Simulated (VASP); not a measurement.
Here is a VASP 6.6.1 calculation.

INCAR

```
ALGO = Normal
EDIFF = 1E-7
EDIFFG = -0.03
ENCUT = 520
GGA = PE
IBRION = 2
ISIF = 2
ISMEAR = -1
KPAR = 2
LASPH = True
LCHARG = False
LREAL = False
LWAVE = False
NELM = 60
NSW = 80
PREC = Accurate
SIGMA = 0.1
```

The input KPOINTS:

```
k-points
0
Gamma
  6 6 6
```

The input POSCAR:

```
Hf2AlAgCl6
1.0
    0.0000000000      4.8157050000      4.8157050000
    4.8157050000      0.0000000000      4.8157050000
    4.8157050000      4.8157050000      0.0000000000
Hf Al Ag Cl
2 1 1 6
Direct
    0.2500000000      0.2500000000      0.2500000000
    0.7500000000      0.7500000000      0.7500000000
    0.0000000000      0.0000000000      0.0000000000
    0.5000000000      0.5000000000      0.5000000000
    0.7602100000      0.2397900000      0.2397900000
    0.2397900000      0.7602100000      0.2397900000
    0.2397900000      0.7602100000      0.7602100000
    0.7602100000      0.2397900000      0.7602100000
    0.2397900000      0.2397900000      0.7602100000
    0.7602100000      0.7602100000      0.2397900000
```

Potentials or basis: VASP PAW PBE potentials, release 64 (Hf_pv, Al, Ag, Cl).

Command:

```bash
$ cat potpaw_PBE.64/Hf_pv/POTCAR potpaw_PBE.64/Al/POTCAR potpaw_PBE.64/Ag/POTCAR potpaw_PBE.64/Cl/POTCAR > POTCAR
$ mpirun -np 2 vasp_std > vasp.out
```

Question: Predict the energy gained by relaxing.

Answer: 3.5 meV/atom.

Final structure:
```yaml
crystal:
  lattice:
    - [0.00000, 4.81571, 4.81571]
    - [4.81571, 0.00000, 4.81571]
    - [4.81571, 4.81571, 0.00000]
  atoms:
    - { symbol: Hf, position: [0.25000, 0.25000, 0.25000] }
    - { symbol: Hf, position: [0.75000, 0.75000, 0.75000] }
    - { symbol: Al, position: [0.00000, 0.00000, 0.00000] }
    - { symbol: Ag, position: [0.50000, 0.50000, 0.50000] }
    - { symbol: Cl, position: [0.76298, 0.23702, 0.23702] }
    - { symbol: Cl, position: [0.23702, 0.76298, 0.23702] }
    - { symbol: Cl, position: [0.23702, 0.76298, 0.76298] }
    - { symbol: Cl, position: [0.76298, 0.23702, 0.76298] }
    - { symbol: Cl, position: [0.23702, 0.23702, 0.76298] }
    - { symbol: Cl, position: [0.76298, 0.76298, 0.23702] }
```

Caveat: the highest band is partly filled, so the run has too few bands.
